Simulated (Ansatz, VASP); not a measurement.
## One calculation of Sn, two programs

```
CELL_PARAMETERS angstrom
-1.94805 1.94805 1.79221
1.94805 -1.94805 1.79221
1.94805 1.94805 -1.79221
ATOMIC_POSITIONS crystal
Sn 0.00000 0.00000 0.00000
```

Alike in both runs: task single point; functional PBEsol; dispersion D3(BJ); k mesh 20 × 20 × 20; occupations gaussian, width 0.15 eV; no spin polarisation.

|  | VASP | Ansatz |
| --- | --- | --- |
| version | VASP 6.6.1 | Ansatz 0.2.0 |
| potentials or method | VASP PAW PBE potentials, release 64 (Sn_d), cutoff 520 eV | scalar-relativistic, plane waves, PAW |
| valence electrons in the cell | 14 | 14 |

|  | VASP | Ansatz | Ansatz less VASP |
| --- | --- | --- | --- |
| gap on the k mesh at the Fermi level (eV) | none | none | - |
| pressure (GPa) | -4.5 | -4.4 | +0.05 |
| traceless stress, the component that is largest in VASP (GPa) | -0.70 | -0.70 | -0.002 |

VASP's potentials were made for PBE, not for PBEsol. A gap of «none» marks a metal or a gap that the smearing closes.
